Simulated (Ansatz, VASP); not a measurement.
**One calculation of Ga3FeO6, two programs**

```
CELL_PARAMETERS angstrom
2.53822 1.46544 4.56357
-2.53822 1.46544 4.56357
0.00000 -2.93089 4.56357
ATOMIC_POSITIONS crystal
Ga 0.35285 0.35285 0.35285
Ga 0.85733 0.85733 0.85733
Ga 0.64475 0.64475 0.64475
Fe 0.13992 0.13992 0.13992
O 0.55815 0.94586 0.25067
O 0.25067 0.55815 0.94586
O 0.94586 0.25067 0.55815
O 0.45058 0.05483 0.74514
O 0.74514 0.45058 0.05483
O 0.05483 0.74514 0.45058
```

Alike in both runs: functional PBE; k mesh 6 × 6 × 6; occupations gaussian, width 0.1 eV; collinear spin.

Ansatz relaxed the structure, and its values are those at the end. VASP's run is a single point on that final structure, the one shown.

|  | VASP | Ansatz |
| --- | --- | --- |
| version | VASP 6.6.1 | Ansatz 0.2.0 |
| potentials or method | VASP PAW PBE potentials, release 64 (Ga_d, Fe, O), cutoff 520 eV | scalar-relativistic, plane waves, PAW |
| valence electrons in the cell | 83 | 91 |

```tsv
	VASP	Ansatz	Ansatz less VASP
gap on the k mesh at the Fermi level (eV)	0.68	0.74	+0.057
least direct gap on the mesh (eV)	0.79	0.84	+0.054
pressure (GPa)	0.7	0.0	-0.67
rms of the force components (eV/Å)	0.010	0.001	-0.0096
net moment per atom (μB)	0.50	0.50	0.000
size of the moment on the site where the two differ most (μB)	3.99	3.73	-0.263
```

Site moments also hang on the region over which each program counts them. With one functional, cell and mesh, what is left measures potentials, basis and numerics. VASP's potentials hold 83 valence electrons a cell and Ansatz's 91, so a difference there can come from the potentials and not from the codes.
